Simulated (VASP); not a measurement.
# LiNbO3 (R3c) in VASP: notebook, part 2 of 2

VASP 6.6.1. Earlier steps stand in the parts before.

## Step 3: Single point, PBE (10.90 Å³/atom)

Input file INCAR:

```
SYSTEM = LiNbO3
PREC = Accurate ; ENCUT = 520
EDIFF = 1E-7 ; ISMEAR = 0
SIGMA = 0.05 ; LREAL = .FALSE.
LASPH = .TRUE. ; NELM = 100
ALGO = Normal ; ISIF = 2
LWAVE = .FALSE. ; LCHARG = .FALSE.
GGA = PE ; NBANDS = 45
```

Input file KPOINTS:

```
regular mesh
0
G
  6 6 6
  0 0 0
```

Input file POSCAR:

```
LiNbO3
1.0
    2.5537388347      1.4744018037      4.8241829080
   -2.5537388347      1.4744018037      4.8241829080
    0.0000000000     -2.9488036073      4.8241829080
Li Nb O
2 2 6
Direct
    0.2815913687      0.2815913687      0.2815913687
    0.7815913687      0.7815913687      0.7815913687
    0.0004900497      0.0004900497      0.0004900497
    0.5004900497      0.5004900497      0.5004900497
    0.1104619503      0.3580262714      0.7211003599
    0.7211003599      0.1104619503      0.3580262714
    0.3580262714      0.7211003599      0.1104619503
    0.2211003599      0.8580262714      0.6104619503
    0.8580262714      0.6104619503      0.2211003599
    0.6104619503      0.2211003599      0.8580262714
```

Potentials or basis: VASP PAW PBE potentials, release 64 (Li_sv, Nb_sv, O).

Started as:

```bash
$ cat potpaw_PBE.64/Li_sv/POTCAR potpaw_PBE.64/Nb_sv/POTCAR potpaw_PBE.64/O/POTCAR > POTCAR
$ mpirun -np 1 vasp_std > vasp.out
```

OUTCAR:

```text
SYSTEM = LiNbO3
   PREC = Accurate
   ENCUT = 520
   EDIFF = 1E-7
   ISMEAR = 0
   LREAL = .FALSE.
   LASPH = .TRUE.
   NELM = 100
   ISIF = 2
   GGA = PE

 ion  position               nearest neighbor table
   1  0.282  0.282  0.282-   9 2.06  10 2.06   8 2.06
   2  0.782  0.782  0.782-   5 2.06   6 2.06   7 2.06
   3  0.000  0.000  0.000-   7 1.87   6 1.87   5 1.87  10 2.17   8 2.17   9 2.17
   4  0.500  0.500  0.500-   8 1.87  10 1.87   9 1.87   6 2.17   7 2.17   5 2.17
   5  0.110  0.358  0.721-   3 1.87   2 2.06   4 2.17
   6  0.721  0.110  0.358-   3 1.87   2 2.06   4 2.17
   7  0.358  0.721  0.110-   3 1.87   2 2.06   4 2.17
   8  0.221  0.858  0.610-   4 1.87   1 2.06   3 2.17
   9  0.858  0.610  0.221-   4 1.87   1 2.06   3 2.17
  10  0.610  0.221  0.858-   4 1.87   1 2.06   3 2.17

  LATTYP: Found a trigonal (rhomboedric) cell.
 ALAT       =     5.6540413373
 COS(alpha) =     0.5919954572

  Lattice vectors:

 A1 = (   2.5537388347,   1.4744018037,   4.8241829080)
 A2 = (  -2.5537388347,   1.4744018037,   4.8241829080)
 A3 = (   0.0000000000,  -2.9488036073,   4.8241829080)

Analysis of symmetry for initial positions (statically):
=====================================================================
 Subroutine PRICEL returns:
 Original cell was already a primitive cell.

 Routine SETGRP: Setting up the symmetry group for a
 trigonal (rhombohedral) supercell.

 Subroutine GETGRP returns: Found  6 space group operations
 (whereof  3 operations were pure point group operations)
 out of a pool of 12 trial point group operations.

The static configuration has the point symmetry C_3 .
 The point group associated with its full space group is C_3v.

Analysis of symmetry for dynamics (positions and initial velocities):
=====================================================================
 Subroutine PRICEL returns:
 Original cell was already a primitive cell.

 Routine SETGRP: Setting up the symmetry group for a
 trigonal (rhombohedral) supercell.

 Subroutine GETGRP returns: Found  6 space group operations
 (whereof  3 operations were pure point group operations)
 out of a pool of 12 trial point group operations.

The dynamic configuration has the point symmetry C_3 .
 The point group associated with its full space group is C_3v.

 Subroutine INISYM returns: Found  6 space group operations
 (whereof  3 operations are pure point group operations),
 and found     1 'primitive' translations

----------------------------------------------------------------------------------------

                                     Primitive cell

  volume of cell :     108.9852

  direct lattice vectors                    reciprocal lattice vectors
     2.553738835  1.474401804  4.824182908     0.195791360  0.113040195  0.069096330
    -2.553738835  1.474401804  4.824182908    -0.195791360  0.113040195  0.069096330
     0.000000000 -2.948803607  4.824182908     0.000000000 -0.226080389  0.069096330

  length of vectors
[... 56 lines left out ...]
  0.166667 -0.000000  0.000000      6.000000
  0.333333  0.000000  0.000000      6.000000
  0.500000 -0.000000  0.000000      3.000000
  0.166667  0.166667  0.000000      6.000000
  0.333333  0.166667  0.000000     12.000000
[... 16 lines left out ...]
  0.500000  0.500000  0.166667      6.000000
 -0.333333  0.500000  0.166667     12.000000
 [... further k-points ...]
   k-points           NKPTS =     32   k-points in BZ     NKDIM =     32   number of bands    NBANDS=     45
   number of dos      NEDOS =    301   number of ions     NIONS =     10
   total plane-waves  NPLWV =  74088
   dimension x,y,z NGX =    42 NGY =   42 NGZ =   42
   dimension x,y,z NGXF=    84 NGYF=   84 NGZF=   84
   ions per type =               2   2   6
   NGX,Y,Z   is equivalent  to a cutoff of  12.35, 12.35, 12.35 a.u.
   NGXF,Y,Z  is equivalent  to a cutoff of  24.70, 24.70, 24.70 a.u.
 SYSTEM =  LiNbO3
   PREC   = accura    normal or accurate (medium, high low for compatibility)
   ISTART =      0    job   : 0-new  1-cont  2-samecut
   ICHARG =      2    charge: 1-file 2-atom 10-const
   ISPIN  =      1    spin polarized calculation?
   LNONCOLLINEAR =      F non collinear calculations
   LSORBIT =      F    spin-orbit coupling
   LASPH  =      T    aspherical Exc in radial PAW
   ENCUT  =  520.0 eV  38.22 Ry    6.18 a.u.  10.51 10.51 10.51*2*pi/ulx,y,z
   NELM   =    100;   NELMIN=  2; NELMDL= -5     # of ELM steps
   EDIFF  = 0.1E-06   stopping-criterion for ELM
   LREAL  =      F    real-space projection
   EDIFFG = 0.1E-05   stopping-criterion for IOM
   NSW    =      0    number of steps for IOM
   IBRION =     -1    ionic relax: 0-MD 1-quasi-New 2-CG
   NFREE  =      0    steps in history (QN), initial steepest desc. (CG)
   ISIF   =      2    stress and relaxation
   ISYM   =      2    0-nonsym 1-usesym 2-fastsym
   POTIM  = 0.5000    time-step for ionic-motion
   TEBEG  =    0.0;   TEEND  =   0.0 temperature during run
   PSTRESS=    0.0 pullay stress
   NELECT =      68.0000    total number of electrons
   NUPDOWN=      -1.0000    fix difference up-down
   EMIN   =  10.00;   EMAX   =-10.00  energy-range for DOS
   EFERMI =   0.00;   METHOD = LEGACY
   ISMEAR =     0;   SIGMA  =   0.05  broadening in eV -4-tet -1-fermi 0-gaus
   EFERMI_NEDOS =   21; number of points for ismear=-14 and -15
   IALGO  =     38    algorithm
   IMIX   =      4    mixing-type and parameters
     AMIX     =   0.40;   BMIX     =  1.00
     AMIX_MAG =   1.60;   BMIX_MAG =  1.00
  volume/ion in A,a.u.               =      10.90        73.55
  Fermi-wavevector in a.u.,A,eV,Ry     =   1.398906  2.643550 26.625777  1.956939
  Thomas-Fermi vector in A             =   2.522018
   LORBIT       =      0    0 simple, 1 ext, 2 COOP (PROOUT), +10 PAW based schemes
   GGA     = PE    functional components
   LHFCALC =     F    Hartree Fock is set to
   AEXX    =    0.0000 exact exchange contribution
   IVDW    =     0    specifies the selected vdW correction
   LEPSILON=     F    determine dielectric tensor
   LRPA    =     F    only Hartree local field effects (RPA)
 non-spin polarized calculation
 Gauss-broadening in eV      SIGMA  =   0.05
  energy-cutoff  :      520.00
  volume of cell :      108.99
 maximum number of plane-waves:      2964
   NGX = 21   NGY = 21   NGZ = 21

 number of electron      68.0000002 magnetization

 Free energy of the ion-electron system (eV)
  ---------------------------------------------------
  ext. energy  EPLUGINS =         0.00000000
  ---------------------------------------------------
  free energy    TOTEN  =       -79.95540410 eV

  energy without entropy =      -79.95540410  energy(sigma->0) =      -79.95540410

 E-fermi :   3.6551     XC(G=0): -10.6608

 val. band max:        3.3521443044   @ k =   0.0000   0.0000   0.0000
 cond. band min:       6.8973955060   @ k =   0.1667   0.1667   0.0000
 fundamental gap:      3.5452512016
 Fermi energy:         3.6551033251

 k-point     1 :       0.0000    0.0000    0.0000
  band No.  band energies     occupation
      1     -50.8898      2.00000
      2     -50.8769      2.00000
      3     -39.3335      2.00000
      4     -39.3312      2.00000
      5     -27.1784      2.00000
      6     -27.1784      2.00000
[... 1141 lines left out ...]
     44      12.6327      0.00000
     45      13.6508      0.00000

 [... further k-points ...]

------------------------ aborting loop because EDIFF is reached ----------------------------------------

  FORCE on cell =-STRESS in cart. coord.  units (eV):
  Direction    XX          YY          ZZ          XY          YZ          ZX
  --------------------------------------------------------------------------------------
  -------------------------------------------------------------------------------------
  Total        2.2543030      2.2543030     -3.1488760      0.0000000     -0.0000000      0.0000000
  in kB       33.1402300     33.1402300    -46.2912377      0.0000000     -0.0000000      0.0000000
  external PRESSURE =       6.6630741 kB  Pullay stress =       0.0000000 kB

 VOLUME and BASIS-vectors are now :
 -----------------------------------------------------------------------------
  energy-cutoff  :      520.00
  volume of cell :      108.99
      direct lattice vectors                 reciprocal lattice vectors
     2.553738835  1.474401804  4.824182908     0.195791360  0.113040195  0.069096330
    -2.553738835  1.474401804  4.824182908    -0.195791360  0.113040195  0.069096330
     0.000000000 -2.948803607  4.824182908     0.000000000 -0.226080389  0.069096330

 POSITION                                       TOTAL-FORCE (eV/Angst)
 -----------------------------------------------------------------------------------
      0.00000      0.00000      4.07534         0.000000      0.000000      0.050683
      0.00000      0.00000     11.31162         0.000000      0.000000      0.050683
      0.00000      0.00000      0.00709         0.000000     -0.000000     -0.108095
      0.00000      0.00000      7.24337         0.000000     -0.000000     -0.108095
     -0.63221     -1.43564      5.73879        -0.133991      0.075772      0.019137
      1.55941      0.17031      5.73879         0.001375     -0.153926      0.019137
     -0.92720      1.26534      5.73879         0.132616      0.078154      0.019137
     -1.62654     -0.20907      8.15088        -0.132616      0.078154      0.019137
      0.63221      1.51316      8.15088         0.133991      0.075772      0.019137
      0.99433     -1.30409      8.15088        -0.001375     -0.153926      0.019137
 -----------------------------------------------------------------------------------
    total drift:                                0.000000     -0.000000      0.000538

  FREE ENERGIE OF THE ION-ELECTRON SYSTEM (eV)
  ---------------------------------------------------
  free  energy   TOTEN  =       -79.9554040951 eV

  energy  without entropy=      -79.9554040951  energy(sigma->0) =      -79.95540410
```

It took 3 min on 1 thread of Intel Xeon Platinum 8488C (Sapphire Rapids), shared host; peak memory 0.32 GiB.

Results:

| Quantity | Value |
| --- | --- |
| Free energy | -79.9554 eV |
| Largest force | 0.155 eV/Å |
| Band gap on the k mesh | 3.55 eV (least direct gap 3.55 eV) |

Forces in eV/Å, atoms in the order of the input:
```
Li   0.000  0.000  0.051
Li   0.000  0.000  0.051
Nb   0.000  0.000 -0.108
Nb   0.000  0.000 -0.108
O   -0.134  0.076  0.019
O    0.001 -0.154  0.019
O    0.133  0.078  0.019
O   -0.133  0.078  0.019
O    0.134  0.076  0.019
O   -0.001 -0.154  0.019
```

Caveat: the cutoff is under 1.25 times the usual one of these potentials, so pressure, stress and relaxed cells hold a basis-set (Pulay) error.

## Step 4: Single point, PBE (10.90 Å³/atom)

Input file INCAR:

```
  PREC = Accurate
  ENCUT = 520
  EDIFF = 1E-7
  ISMEAR = 0
  SIGMA = 0.05
  LREAL = False
  LASPH = True
  NELM = 100
  ALGO = Normal
  ISIF = 2
  LWAVE = False
  LCHARG = False
  GGA = PE
  NBANDS = 45
```

Input file KPOINTS:

```
regular mesh
0
Gamma
  6 6 6
```

Changes to POSCAR since step 3:

```diff
@@ -2,5 +2,5 @@
 1.0
-    2.5537388347      1.4744018037      4.8241829080
-   -2.5537388347      1.4744018037      4.8241829080
-    0.0000000000     -2.9488036073      4.8241829080
+    2.6652887928      1.5388052020      4.4288215440
+   -2.6652887928      1.5388052020      4.4288215440
+    0.0000000000     -3.0776104039      4.4288215440
 Li Nb O
```

Started as:

```bash
$ cat potpaw_PBE.64/Li_sv/POTCAR potpaw_PBE.64/Nb_sv/POTCAR potpaw_PBE.64/O/POTCAR > POTCAR
$ mpirun -np 1 vasp_std > vasp.out
```

Run time: 2.6 min. Hardware: 1 thread of Intel Xeon Platinum 8488C (Sapphire Rapids), shared host; peak memory 0.31 GiB.

Results (log left out):

- Free energy: -79.8026 eV
- Largest force: 0.281 eV/Å
- Band gap on the k mesh: 3.42 eV (least direct gap 3.49 eV)

Forces on the atoms (eV/Å):
```
Li   0.000  0.000 -0.143
Li   0.000  0.000 -0.143
Nb   0.000  0.000  0.204
Nb   0.000  0.000  0.204
O    0.255 -0.117 -0.020
O   -0.027  0.279 -0.020
O   -0.229 -0.163 -0.020
O    0.229 -0.163 -0.020
O   -0.255 -0.117 -0.020
O    0.027  0.279 -0.020
```

Levels at points of the mesh, in eV from the valence-band top:
```tsv
k point	band 31	band 32	band 33	band 34	band 35	band 36	band 37	band 38
(0.00, 0.00, 0.00)	-0.45	-0.33	-0.03	-0.03	3.50	3.50	3.68	4.94
(0.50, 0.00, 0.00)	-0.21	-0.21	-0.12	-0.12	3.74	3.74	4.49	4.49
(0.50, 0.50, 0.00)	-0.69	-0.51	-0.45	-0.21	3.51	3.97	4.40	4.51
(0.50, 0.50, 0.50)	-0.37	-0.37	-0.37	-0.37	4.25	4.25	4.64	4.64
```

Caveat: the cutoff is under 1.25 times the usual one of these potentials, so pressure, stress and relaxed cells hold a basis-set (Pulay) error.

## Step 5: The runs side by side

```csv
cell,gap on the mesh (eV),largest force (eV/Å)
"a = 5.517 Å, angles 56.4°, 10 atoms",3.55,0.06
"a = 5.654 Å, angles 53.7°, 10 atoms",3.55,0.16
"a = 5.393 Å, angles 59.2°, 10 atoms",3.42,0.28
```

Alike in all rows: task single point; level PBE; potentials or basis VASP PAW PBE potentials, release 64 (Li_sv, Nb_sv, O); no spin polarisation; k mesh 6 × 6 × 6; cutoff (eV) 520; smearing gaussian 0.05 eV.

Caveats: the cutoff is under 1.25 times the usual one of these potentials, so pressure, stress and relaxed cells hold a basis-set (Pulay) error.

Total energies depend on the potentials used, so only differences within one code and one set of settings carry meaning.
